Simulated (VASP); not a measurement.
A run of VASP 6.6.1 is set up as follows.

The input INCAR:

```
PREC     = Accurate       # precision mode
ENCUT    = 520            # plane-wave cutoff, eV
EDIFF    = 1E-6           # SCF threshold, eV
ISMEAR   = 0              # smearing method
SIGMA    = 0.1            # smearing width, eV
LREAL    = F              # projectors in reciprocal space
LASPH    = T              # aspherical terms in the spheres
NELM     = 60             # most SCF steps
ALGO     = Normal         # electronic algorithm
ISIF     = 2              # what is computed and relaxed
LWAVE    = F              # write WAVECAR
LCHARG   = T              # write CHGCAR
GGA      = PE             # functional
LELF     = T              # ELF
LVHAR    = T            
NBANDS   = 16             # bands
```

The input KPOINTS:

```
regular mesh
0
Gamma
  14 14 14
```

The input POSCAR:

```
CoSi2
1.0
    0.0000000000      2.6528501703      2.6528501703
    2.6528501703      0.0000000000      2.6528501703
    2.6528501703      2.6528501703      0.0000000000
Co Si
1 2
Direct
    0.0000000000      0.0000000000      0.0000000000
    0.2500000000      0.2500000000      0.2500000000
    0.7500000000      0.7500000000      0.7500000000
```

Potentials or basis: VASP PAW PBE potentials, release 64 (Co, Si).

Command:

```console
$ cat potpaw_PBE.64/Co/POTCAR potpaw_PBE.64/Si/POTCAR > POTCAR
$ mpirun -np 1 vasp_std > vasp.out
```

Q: What does it give for the pressure?

A: 5.7 GPa.

 Spin polarisation is off, so any magnetic state and its effect on volume and gap are missing.
